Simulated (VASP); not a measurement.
# PbF2 (Fm-3m) in VASP: electric field gradients with r2SCAN

Aim: the electric field gradients of PbF2 with r2SCAN.

All numbers are computed with VASP 6.6.1; they aren't measurements. Logs are shortened: lines on timing, memory, paths and dates and some standing lists are left out, and cuts for length are marked.

## (1) The cell of the first run

Symmetry: Fm-3m, No. 225, cubic system. The conventional cell has a = 5.916 Å, b = 5.916 Å, c = 5.916 Å, α = 90.00°, β = 90.00°, γ = 90.00°. Within 3.4 Å of Pb (site symmetry m-3m) lie 8 F at 2.56 Å. Within 3.4 Å of F (site symmetry -43m) lie 4 Pb at 2.56 Å and 6 F at 2.96 Å.

## (2) Electric field gradients, r2SCAN

Contents of POSCAR:

```
PbF2
1.0
    0.0000000000      2.9579484323      2.9579484323
    2.9579484323      0.0000000000      2.9579484323
    2.9579484323      2.9579484323      0.0000000000
Pb F
1 2
Direct
    0.0000000000      0.0000000000      0.0000000000
    0.7500000000      0.7500000000      0.7500000000
    0.2500000000      0.2500000000      0.2500000000
```

Contents of INCAR.step1:

```
SYSTEM = PbF2
  PREC = Accurate
  ENCUT = 520
  ISMEAR = -1
  SIGMA = 0.02
  LREAL = .FALSE.
  LASPH = .TRUE.
  NELM = 100
  NBANDS = 21
  GGA = PE
  ALGO = Normal
  EDIFF = 1E-4
  LWAVE = .TRUE.
  LCHARG = .FALSE.
```

Contents of INCAR.step2:

```
SYSTEM = PbF2
  PREC = Accurate
  ENCUT = 520
  EDIFF = 1E-8
  ISMEAR = -1
  SIGMA = 0.02
  LREAL = .FALSE.
  LASPH = .TRUE.
  NELM = 100
  ALGO = Normal
  ISIF = 2
  LWAVE = .FALSE.
  LCHARG = .FALSE.
  METAGGA = R2SCAN
  LMIXTAU = .TRUE.
  LEFG = .TRUE.
  NBANDS = 21
  ISTART = 1
```

Contents of KPOINTS:

```
Automatic mesh
0
G
  7 7 7
  0 0 0
```

Potentials or basis: VASP PAW PBE potentials, release 64 (Pb_d, F).

The run is started by

```sh
> cat potpaw_PBE.64/Pb_d/POTCAR potpaw_PBE.64/F/POTCAR > POTCAR
> cp INCAR.step1 INCAR
> mpirun -np 1 vasp_std > vasp.out
> cp INCAR.step2 INCAR
> mpirun -np 1 vasp_std > vasp.out
```

OUTCAR:

```text
SYSTEM = PbF2
   PREC = Accurate
   ENCUT = 520
   EDIFF = 1E-8
   ISMEAR = -1
   LREAL = .FALSE.
   LASPH = .TRUE.
   NELM = 100
   ISIF = 2
   METAGGA = R2SCAN
   ISTART = 1

 ion  position               nearest neighbor table
   1  0.000  0.000  0.000-   2 2.56   3 2.56   2 2.56   2 2.56   3 2.56   2 2.56   3 2.56   3 2.56

   2  0.750  0.750  0.750-   1 2.56   1 2.56   1 2.56   1 2.56
   3  0.250  0.250  0.250-   1 2.56   1 2.56   1 2.56   1 2.56

  LATTYP: Found a face centered cubic cell.
 ALAT       =     5.9158968646

  Lattice vectors:

 A1 = (   0.0000000000,   2.9579484323,   2.9579484323)
 A2 = (   2.9579484323,   0.0000000000,   2.9579484323)
 A3 = (   2.9579484323,   2.9579484323,   0.0000000000)

Analysis of symmetry for initial positions (statically):
=====================================================================
 Subroutine PRICEL returns:
 Original cell was already a primitive cell.

 Routine SETGRP: Setting up the symmetry group for a
 face centered cubic supercell.

 Subroutine GETGRP returns: Found 48 space group operations
 (whereof 48 operations were pure point group operations)
 out of a pool of 48 trial point group operations.

The static configuration has the point symmetry O_h .

Analysis of symmetry for dynamics (positions and initial velocities):
=====================================================================
 Subroutine PRICEL returns:
 Original cell was already a primitive cell.

 Routine SETGRP: Setting up the symmetry group for a
 face centered cubic supercell.

 Subroutine GETGRP returns: Found 48 space group operations
 (whereof 48 operations were pure point group operations)
 out of a pool of 48 trial point group operations.

The dynamic configuration has the point symmetry O_h .

 Subroutine INISYM returns: Found 48 space group operations
 (whereof 48 operations are pure point group operations),
 and found     1 'primitive' translations

----------------------------------------------------------------------------------------

                                     Primitive cell

  volume of cell :      51.7609
[... 121 lines left out ...]
   NGX = 15   NGY = 15   NGZ = 15

 number of electron      28.0000001 magnetization

 Free energy of the ion-electron system (eV)
  ---------------------------------------------------
  ext. energy  EPLUGINS =         0.00000000
  ---------------------------------------------------
  free energy    TOTEN  =       -70.16145544 eV

  energy without entropy =      -70.16145544  energy(sigma->0) =      -70.16145544

 E-fermi :   2.0558     XC(G=0): -10.0411

 val. band max:        1.5701988753   @ k =  -0.2857   0.4286   0.1429
 cond. band min:       6.5251279417   @ k =   0.4286   0.4286   0.0000
 fundamental gap:      4.9549290664
 Fermi energy:         2.0558343118

 k-point     1 :       0.0000    0.0000    0.0000
  band No.  band energies     occupation
      1     -20.8534      2.00000
      2     -20.2538      2.00000
      3     -13.2917      2.00000
      4     -13.2917      2.00000
      5     -13.2917      2.00000
      6     -13.2392      2.00000
[... 469 lines left out ...]
     20      18.5533      0.00000
     21      19.0476      0.00000

------------------------ aborting loop because EDIFF is reached ----------------------------------------

  FORCE on cell =-STRESS in cart. coord.  units (eV):
  Direction    XX          YY          ZZ          XY          YZ          ZX
  --------------------------------------------------------------------------------------
  -------------------------------------------------------------------------------------
  Total        0.0419564      0.0419564      0.0419564      0.0000000      0.0000000      0.0000000
  in kB        1.2986937      1.2986937      1.2986937      0.0000000      0.0000000      0.0000000
  external PRESSURE =       1.2986937 kB  Pullay stress =       0.0000000 kB

 VOLUME and BASIS-vectors are now :
 -----------------------------------------------------------------------------
  energy-cutoff  :      520.00
  volume of cell :       51.76
      direct lattice vectors                 reciprocal lattice vectors
     0.000000000  2.957948432  2.957948432    -0.169036077  0.169036077  0.169036077
     2.957948432  0.000000000  2.957948432     0.169036077 -0.169036077  0.169036077
     2.957948432  2.957948432  0.000000000     0.169036077  0.169036077 -0.169036077

 POSITION                                       TOTAL-FORCE (eV/Angst)
 -----------------------------------------------------------------------------------
      0.00000      0.00000      0.00000        -0.000000      0.000000      0.000000
      4.43692      4.43692      4.43692         0.000000     -0.000000     -0.000000
      1.47897      1.47897      1.47897        -0.000000      0.000000      0.000000
 -----------------------------------------------------------------------------------
    total drift:                                0.000000     -0.000000      0.000000

  FREE ENERGIE OF THE ION-ELECTRON SYSTEM (eV)
  ---------------------------------------------------
  free  energy   TOTEN  =       -70.1614554435 eV

  energy  without entropy=      -70.1614554435  energy(sigma->0) =      -70.16145544

 Electric field gradients (V/A^2)
---------------------------------------------------------------------
 ion       V_xx      V_yy      V_zz      V_xy      V_xz      V_yz
---------------------------------------------------------------------
   1      -0.000     0.000    -0.000    -0.001    -0.001    -0.001
   2      -0.000    -0.000    -0.000     0.001     0.001     0.001
   3      -0.000    -0.000    -0.000     0.001     0.001     0.001
---------------------------------------------------------------------

 Electric field gradients after diagonalization (V/A^2)
 (convention: |V_zz| > |V_xx| > |V_yy|)
----------------------------------------------------------------------
 ion       V_xx      V_yy      V_zz     asymmetry (V_yy - V_xx)/ V_zz
----------------------------------------------------------------------
   1       0.001     0.001    -0.002       0.000
   2      -0.001    -0.001     0.003       0.000
   3      -0.001    -0.001     0.003       0.000
----------------------------------------------------------------------

           NMR quadrupolar parameters

 Cq : quadrupolar parameter    Cq=e*Q*V_zz/h
 eta: asymmetry parameters     (V_yy - V_xx)/ V_zz
 Q  : nuclear electric quadrupole moment in mb (millibarn)
----------------------------------------------------------------------
 ion       Cq(MHz)       eta       Q (mb)
----------------------------------------------------------------------
   1      -0.000       0.000       1.000
   2       0.000       0.000       1.000
   3       0.000       0.000       1.000
----------------------------------------------------------------------
```

OUTCAR.step1:

```text
SYSTEM = PbF2
   PREC = Accurate
   ENCUT = 520
   ISMEAR = -1
   LREAL = .FALSE.
   LASPH = .TRUE.
   NELM = 100
[... 696 lines left out ...]
      0.00000      0.00000      0.00000        -0.000000      0.000000     -0.000000
      4.43692      4.43692      4.43692        -0.000000     -0.000000     -0.000000
      1.47897      1.47897      1.47897         0.000000      0.000000      0.000000
 -----------------------------------------------------------------------------------
    total drift:                                0.000000     -0.000000      0.000000

  FREE ENERGIE OF THE ION-ELECTRON SYSTEM (eV)
  ---------------------------------------------------
  free  energy   TOTEN  =       -14.3283645907 eV

  energy  without entropy=      -14.3283645907  energy(sigma->0) =      -14.32836459
```

Wall time 53 s (1 thread of Intel Xeon Platinum 8488C (Sapphire Rapids), shared host); peak memory 0.19 GiB.

Results:

| Item | Value |
| --- | --- |
| Free energy | -70.1615 eV |
| Pressure | 0.1 GPa |
| Band gap on the k mesh | 4.95 eV, indirect (least direct gap 5.17 eV) |

Levels at points of the mesh, in eV from the valence-band top:
```csv
k point,band 12,band 13,band 14,band 15,band 16,band 17
"(0.00, 0.00, 0.00)",-2.17,-2.17,-2.17,7.32,7.32,7.32
```

Caveat: without QUAD_EFG the Cq values of the log hold for a quadrupole moment of 1 mb, not for the nuclei; the PAW data sets were made with another functional, which shifts forces and pressure a little; spin-orbit coupling is left out, which moves the levels of the heavy elements. A k mesh can miss the band edges.
